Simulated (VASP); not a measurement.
Set up this calculation in VASP 6.6.1, as the native input.

| Item | Value |
| --- | --- |
| Task | single point |
| Functional | PBE |
| Potentials or basis | VASP PAW PBE potentials, release 64 (Rh_pv) |
| Cutoff | 520 eV |
| k mesh | 21 × 21 × 12 |
| Occupations | gaussian, width 0.15 eV |
| Spin | no spin polarisation |
| Dipole correction | no |
| Further INCAR settings | ALGO = Fast; EDIFF = 1e-06; NBANDS = 22 |

The structure of Rh lies in POSCAR:

```
Rh
1.0
    2.6962315800      0.0000000000      0.0000000000
   -1.3481157900      2.3350050427      0.0000000000
    0.0000000000      0.0000000000      4.2101656121
Rh
2
Direct
    0.6666666667      0.3333333333      0.7500000000
    0.3333333333      0.6666666667      0.2500000000
```

This isn't the form of Rh at room conditions, which is fcc.

One way to write it, as run:

INCAR

```
PREC = Accurate
ENCUT = 520
EDIFF = 1E-6
ISMEAR = 0
SIGMA = 0.15
LREAL = F
LASPH = T
NELM = 60
ALGO = Fast
ISIF = 2
LWAVE = F
LCHARG = F
GGA = PE
NBANDS = 22
```

KPOINTS

```
Automatic mesh
0
Gamma
  21 21 12
```

Potentials or basis: VASP PAW PBE potentials, release 64 (Rh_pv).

Launch:

```bash
$ cat potpaw_PBE.64/Rh_pv/POTCAR > POTCAR
$ mpirun -np 1 vasp_std > vasp.out
```

It gave:

The pressure is 19.2 GPa and the band gap on the k mesh is zero (bands 15 and 16 overlap by 2.47 eV).

Caveat: the cell stands under pressure.

Run time: 69 s on 1 thread of Intel(R) Xeon(R) 6975P-C (Granite Rapids) (shared host), peak memory 0.25 GiB.
